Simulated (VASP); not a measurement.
Wanted: the native input for a VASP 6.6.1 run.

* Task: relaxation of cell and atoms
* Functional: PBEsol
* Potentials or basis: VASP PAW PBE potentials, release 64 (Ti_sv, O)
* Cutoff: 600 eV
* k mesh: 6 × 6 × 6
* Occupations: gaussian, width 0.01 eV
* Spin: no spin polarisation
* Target pressure: -2 GPa
* Dipole correction: no
* Further INCAR settings: ALGO = Normal; EDIFF = 1e-07; IBRION = 2; EDIFFG = -0.01; NSW = 80; ISIF = 3

The structure of TiO2 lies in POSCAR:

```
TiO2
1.0
   -1.8921000000      1.8921000000      4.7573000000
    1.8921000000     -1.8921000000      4.7573000000
    1.8921000000      1.8921000000     -4.7573000000
Ti O
2 4
Direct
    0.0000000000      1.0000000000      0.0000000000
    0.7500000000      0.2500000000      0.5000000000
    0.2081000000      0.2081000000      0.0000000000
    0.7919000000      0.7919000000      0.0000000000
   -0.0419000000      0.4581000000      0.5000000000
    0.5419000000      1.0419000000      0.5000000000
```

One way to write it, as run:

INCAR

```
ALGO     = Normal         # electronic algorithm
EDIFF    = 1E-7           # SCF threshold, eV
EDIFFG   = -0.01          # ionic threshold
ENCUT    = 600            # plane-wave cutoff, eV
GGA      = PS             # functional
GGA_COMPAT= False        
IBRION   = 2              # ionic algorithm
ISIF     = 3              # what is computed and relaxed
ISMEAR   = 0              # smearing method
LASPH    = True           # aspherical terms in the spheres
LCHARG   = False          # write CHGCAR
LREAL    = False          # projectors in reciprocal space
LWAVE    = False          # write WAVECAR
NELM     = 120            # most SCF steps
NELMIN   = 4            
NSW      = 80             # ionic steps
PREC     = Accurate       # precision mode
PSTRESS  = -20.0        
SIGMA    = 0.01           # smearing width, eV
```

KPOINTS

```
k-points
0
Gamma
  6 6 6
```

Potentials or basis: VASP PAW PBE potentials, release 64 (Ti_sv, O).

Run with:

```sh
$ cat potpaw_PBE.64/Ti_sv/POTCAR potpaw_PBE.64/O/POTCAR > POTCAR
$ mpirun -np 1 vasp_std > vasp.out
```

Results of the run:

| Property | Result |
| --- | --- |
| Relaxed volume | 11.46 Å³/atom |
| Relaxed cell | a = 5.509 Å, b = 5.509 Å, c = 5.509 Å, α = 139.89°, β = 139.89°, γ = 58.03° |
| Space group after relaxing (to 0.1 Å) | I4_1/amd (No. 141) |
| Energy change on relaxing (the run minimises the enthalpy) | +0.6 meV/atom |
| Ionic steps | 9 |
| Pressure after relaxing | -2.0 GPa |
| Band gap on the k mesh | 2.15 eV (least direct gap 2.41 eV) |

Caveat: the cell is relaxed towards a set pressure, so the run minimises the enthalpy, not the energy; the PAW data sets were made with another functional, which shifts forces and pressure a little.

It took 12 min on 1 thread of Intel(R) Xeon(R) Platinum 8259CL CPU @ 2.50GHz (Skylake/Cascade Lake) (shared host), peak memory 0.37 GiB.
